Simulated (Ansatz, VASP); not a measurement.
**Two plane-wave programs on Zn**

```
CELL_PARAMETERS angstrom
0.00000 2.00331 2.00331
2.00331 0.00000 2.00331
2.00331 2.00331 0.00000
ATOMIC_POSITIONS crystal
Zn 0.00000 0.00000 0.00000
```

Alike in both runs: task single point; functional PBE0; k mesh 6 × 6 × 6; occupations fermi-dirac, width 0.05 eV; no spin polarisation.

|  | VASP | Ansatz |
| --- | --- | --- |
| version | VASP 6.6.1 | Ansatz 0.2.0 |
| potentials or method | VASP PAW PBE potentials, release 64 (Zn) | Ansatz PAW |
| plane-wave cutoff (eV) | 520 | 420 |
| valence electrons in the cell | 12 | 12 |

|  | VASP | Ansatz | Ansatz less VASP |
| --- | --- | --- | --- |
| gap on the k mesh at the Fermi level (eV) | none | none | - |
| pressure (GPa) | -4.6 | -4.7 | -0.01 |

A gap of «none» marks a metal or a gap that the smearing closes.

The k mesh is coarse, so the values compare programs but aren't converged.
